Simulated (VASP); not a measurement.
# InSe (InSe monolayer) in VASP: notebook

The runs below take InSe (InSe monolayer) through single point, with PBE.

Everything below comes from runs of VASP 6.6.1. Logs are shortened: lines on timing, memory, paths and dates and some standing lists are left out, and cuts for length are marked.

## Step 1: The cell of the first run

The cell holds a slab with vacuum, 2 atoms: a = 4.050 Å, b = 4.050 Å, c = 15.931 Å, α = 90.00°, β = 90.00°, γ = 120.00°.

## Step 2: Single point, PBE

Contents of INCAR:

```
ALGO = Normal
EDIFF = 1E-6
ENCUT = 400
GGA = PE
GGA_COMPAT = False
ISIF = 2
ISMEAR = -1
LASPH = True
LCHARG = True
LELF = True
LREAL = False
LVHAR = True
LWAVE = False
NBANDS = 16
NELM = 120
NELMDL = -8
PREC = Accurate
SIGMA = 0.02
```

Contents of KPOINTS:

```
k-points
0
Gamma
  9 9 1
```

Contents of POSCAR:

```
InSe
1.0
    4.0500000000      0.0000000000      0.0000000000
   -2.0250000000      3.5074028853      0.0000000000
    0.0000000000      0.0000000000     15.9311500000
In Se
1 1
Direct
    0.3333333300      0.6666666700      0.4707758100
    0.6666666700      0.3333333300      0.5298518911
```

Potentials or basis: VASP PAW PBE potentials, release 64 (In_d, Se).

Started as:

```bash
$ cat potpaw_PBE.64/In_d/POTCAR potpaw_PBE.64/Se/POTCAR > POTCAR
$ mpirun -np 1 vasp_std > vasp.out
```

OUTCAR:

```text
EDIFF = 1E-6
   ENCUT = 400
   GGA = PE
   ISIF = 2
   ISMEAR = -1
   LASPH = True
   LREAL = False
   NELM = 120
   NELMDL = -8
   PREC = Accurate

 ion  position               nearest neighbor table
   1  0.333  0.667  0.471-   2 2.52   2 2.52   2 2.52
   2  0.667  0.333  0.530-   1 2.52   1 2.52   1 2.52

  LATTYP: Found a hexagonal cell.
 ALAT       =     4.0500000000
 C/A-ratio  =     3.9336172840

  Lattice vectors:

 A1 = (   4.0500000000,   0.0000000000,   0.0000000000)
 A2 = (  -2.0250000000,   3.5074028853,   0.0000000000)
 A3 = (   0.0000000000,   0.0000000000,  15.9311500000)

Analysis of symmetry for initial positions (statically):
=====================================================================
 Subroutine PRICEL returns:
 Original cell was already a primitive cell.

 Routine SETGRP: Setting up the symmetry group for a
 hexagonal supercell.

 Subroutine GETGRP returns: Found  6 space group operations
 (whereof  6 operations were pure point group operations)
 out of a pool of 24 trial point group operations.

The static configuration has the point symmetry C_3v.

Analysis of symmetry for dynamics (positions and initial velocities):
=====================================================================
 Subroutine PRICEL returns:
 Original cell was already a primitive cell.

 Routine SETGRP: Setting up the symmetry group for a
 hexagonal supercell.

 Subroutine GETGRP returns: Found  6 space group operations
 (whereof  6 operations were pure point group operations)
 out of a pool of 24 trial point group operations.

The dynamic configuration has the point symmetry C_3v.

 Subroutine INISYM returns: Found  6 space group operations
 (whereof  6 operations are pure point group operations),
 and found     1 'primitive' translations

----------------------------------------------------------------------------------------

                                     Primitive cell

  volume of cell :     226.3017

  direct lattice vectors                    reciprocal lattice vectors
     4.050000000  0.000000000  0.000000000     0.246913580  0.142555622  0.000000000
    -2.025000000  3.507402885  0.000000000     0.000000000  0.285111244  0.000000000
     0.000000000  0.000000000 15.931150000     0.000000000  0.000000000  0.062770108

  length of vectors
     4.050000000  4.050000000 15.931150000     0.285111244  0.285111244  0.062770108

  position of ions in fractional coordinates (direct lattice)
     0.333333330  0.666666670  0.470775810
     0.666666670  0.333333330  0.529851891

[... 62 lines left out ...]
   NELM   =    120;   NELMIN=  2; NELMDL= -8     # of ELM steps
   EDIFF  = 0.1E-05   stopping-criterion for ELM
   LREAL  =      F    real-space projection
   EDIFFG = 0.1E-04   stopping-criterion for IOM
   NSW    =      0    number of steps for IOM
   IBRION =     -1    ionic relax: 0-MD 1-quasi-New 2-CG
   NFREE  =      0    steps in history (QN), initial steepest desc. (CG)
   ISIF   =      2    stress and relaxation
   ISYM   =      2    0-nonsym 1-usesym 2-fastsym
   POTIM  = 0.5000    time-step for ionic-motion
   TEBEG  =    0.0;   TEEND  =   0.0 temperature during run
   PSTRESS=    0.0 pullay stress
   NELECT =      19.0000    total number of electrons
   NUPDOWN=      -1.0000    fix difference up-down
   EMIN   =  10.00;   EMAX   =-10.00  energy-range for DOS
   EFERMI =   0.00;   METHOD = LEGACY
   ISMEAR =    -1;   SIGMA  =   0.02  broadening in eV -4-tet -1-fermi 0-gaus
   EFERMI_NEDOS =   21; number of points for ismear=-14 and -15
   IALGO  =     38    algorithm
   IMIX   =      4    mixing-type and parameters
     AMIX     =   0.40;   BMIX     =  1.00
     AMIX_MAG =   1.60;   BMIX_MAG =  1.00
  volume/ion in A,a.u.               =     113.15       763.58
  Fermi-wavevector in a.u.,A,eV,Ry     =   0.716853  1.354656  6.991737  0.513878
  Thomas-Fermi vector in A             =   1.805381
   LORBIT       =      0    0 simple, 1 ext, 2 COOP (PROOUT), +10 PAW based schemes
   GGA     = PE    functional components
   LHFCALC =     F    Hartree Fock is set to
   AEXX    =    0.0000 exact exchange contribution
   IVDW    =     0    specifies the selected vdW correction
   LEPSILON=     F    determine dielectric tensor
   LRPA    =     F    only Hartree local field effects (RPA)
 non-spin polarized calculation
  energy-cutoff  :      400.00
  volume of cell :      226.30
 maximum number of plane-waves:      4143
 NGX is ok and might be reduce to    28
   NGX = 13   NGY = 13   NGZ = 51

 number of electron      18.9999996 magnetization

 Free energy of the ion-electron system (eV)
  ---------------------------------------------------
  ext. energy  EPLUGINS =         0.00000000
  ---------------------------------------------------
  free energy    TOTEN  =        -5.68121776 eV

  energy without entropy =       -5.66935783  energy(sigma->0) =       -5.67528779

 E-fermi :  -1.7477     XC(G=0):  -3.0018

 val. band max:       -1.7494896307   @ k =   0.3333   0.3333   0.0000
 cond. band min:      -1.7417111164   @ k =   0.3333   0.0000   0.0000
 fundamental gap:      0.0077785143
 Fermi energy:        -1.7476606453

 k-point     1 :       0.0000    0.0000    0.0000
  band No.  band energies     occupation
      1     -17.1832      2.00000
      2     -16.9622      2.00000
      3     -16.9622      2.00000
      4     -16.7748      2.00000
      5     -16.7748      2.00000
      6     -15.9790      2.00000
[... 205 lines left out ...]
      3     -16.7838      2.00000
      4     -16.7827      2.00000
      5     -16.7805      2.00000
      6     -14.6260      2.00000
[... 8 lines left out ...]
     15       4.6023      0.00000
     16       5.4953      0.00000

------------------------ aborting loop because EDIFF is reached ----------------------------------------

  FORCE on cell =-STRESS in cart. coord.  units (eV):
  Direction    XX          YY          ZZ          XY          YZ          ZX
  --------------------------------------------------------------------------------------
  -------------------------------------------------------------------------------------
  Total        4.7224100      4.7224100      1.7258206     -0.0000000     -0.0000000      0.0000000
  in kB       33.4338560     33.4338560     12.2185150     -0.0000000     -0.0000000      0.0000000
  external PRESSURE =      26.3620757 kB  Pullay stress =       0.0000000 kB

 VOLUME and BASIS-vectors are now :
 -----------------------------------------------------------------------------
  energy-cutoff  :      400.00
  volume of cell :      226.30
      direct lattice vectors                 reciprocal lattice vectors
     4.050000000  0.000000000  0.000000000     0.246913580  0.142555622  0.000000000
    -2.025000000  3.507402885  0.000000000     0.000000000  0.285111244  0.000000000
     0.000000000  0.000000000 15.931150000     0.000000000  0.000000000  0.062770108

 POSITION                                       TOTAL-FORCE (eV/Angst)
 -----------------------------------------------------------------------------------
     -0.00000      2.33827      7.50000         0.000000      0.000000     -1.860480
      2.02500      1.16913      8.44115        -0.000000     -0.000000      1.860480
 -----------------------------------------------------------------------------------
    total drift:                                0.000002     -0.000001     -0.000311

  FREE ENERGIE OF THE ION-ELECTRON SYSTEM (eV)
  ---------------------------------------------------
  free  energy   TOTEN  =        -5.6812177585 eV

  energy  without entropy=       -5.6693578307  energy(sigma->0) =       -5.67528779
```

OSZICAR:

```text
N       E                     dE             d eps       ncg     rms          rms(c)
DAV:   1     0.125178013354E+03    0.12518E+03   -0.64651E+03   392   0.718E+02
DAV:   2     0.619000552448E+01   -0.11899E+03   -0.11653E+03   464   0.215E+02
DAV:   3    -0.561651836047E+01   -0.11807E+02   -0.11733E+02   472   0.804E+01
[... 16 lines left out ...]
DAV:  20    -0.568119957112E+01   -0.47280E-04   -0.27235E-06   352   0.610E-03    0.362E-03
DAV:  21    -0.568120979667E+01   -0.10226E-04   -0.38849E-07   392   0.348E-03    0.235E-03
DAV:  22    -0.568121613144E+01   -0.63348E-05   -0.45885E-07   352   0.210E-03    0.834E-04
DAV:  23    -0.568121741609E+01   -0.12847E-05   -0.82743E-08   384   0.874E-04    0.547E-04
DAV:  24    -0.568121775850E+01   -0.34241E-06   -0.13211E-08   336   0.515E-04
   1 F= -.56812178E+01 E0= -.56752878E+01  d E =-.118599E-01
```

Run time: 32 s. Hardware: 1 thread of Intel Xeon Platinum 8488C (Sapphire Rapids), shared host; peak memory 0.27 GiB.

Results:

* Free energy: -5.6812 eV
* Largest force: 1.860 eV/Å

Forces in eV/Å, atoms in the order of the input:
```
In   0.000  0.000 -1.860
Se   0.000  0.000  1.860
```

Levels at points of the mesh, in eV from the Fermi level:
| k point | band 6 | band 7 | band 8 | band 9 | band 10 | band 11 | band 12 | band 13 | band 14 | band 15 |
| --- | --- | --- | --- | --- | --- | --- | --- | --- | --- | --- |
| (0.00, 0.00, 0.00) | -14.23 | -4.99 | -2.50 | -2.50 | -0.75 | 1.41 | 3.75 | 3.94 | 4.01 | 4.01 |

Caveat: spin-orbit coupling is left out, which moves the levels of the heavy elements.

[end of part 1 of 2]
